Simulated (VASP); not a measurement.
## Rh: single point with PBE

Rh:

```
Rh
1.0
     0.00000    1.90155    1.95860
     1.90155    0.00000    1.95860
     1.90155    1.90155    0.00000
Rh
1
Cartesian
  0.0000 0.0000 0.0000
```

This cell differs from its parent crystal: zz strain of +3 %.

* Program: VASP 6.6.1
* Task: single point
* Functional: PBE
* Potentials or basis: VASP PAW PBE potentials, release 64 (Rh_pv)
* Cutoff: 520 eV
* k mesh: 16 × 16 × 16
* Occupations: fermi-dirac, width 0.08 eV
* Spin: no spin polarisation

| Property | Result |
| --- | --- |
| Pressure | -1.7 GPa |
| Band gap on the k mesh | zero (an odd number of electrons rules out a gap without spin polarisation) |

Stress tensor (GPa, compression positive):
```
 0.55  0.00  0.00
 0.00  0.55  0.00
 0.00  0.00 -6.10
```

Levels at points of the mesh, in eV from the Fermi level:
```csv
k point,band 4,band 5,band 6,band 7,band 8,band 9,band 10,band 11
"(0.00, 0.00, 0.00)",-7.73,-3.13,-2.82,-2.82,-1.13,-0.76,16.04,20.64
"(0.50, 0.00, 0.00)",-5.86,-3.15,-2.84,0.48,0.62,0.78,8.36,15.49
"(0.50, 0.50, 0.00)",-6.02,-5.66,0.54,0.93,0.93,2.83,11.37,13.52
"(0.50, 0.00, 0.50)",-6.03,-5.67,0.50,0.82,1.09,3.45,12.18,12.84
```

Wall time 84 s on 1 thread of Intel Xeon 8259CL (shared host), peak memory 0.18 GiB.

Caveat: the cell differs from its parent crystal (zz strain of +3 %).
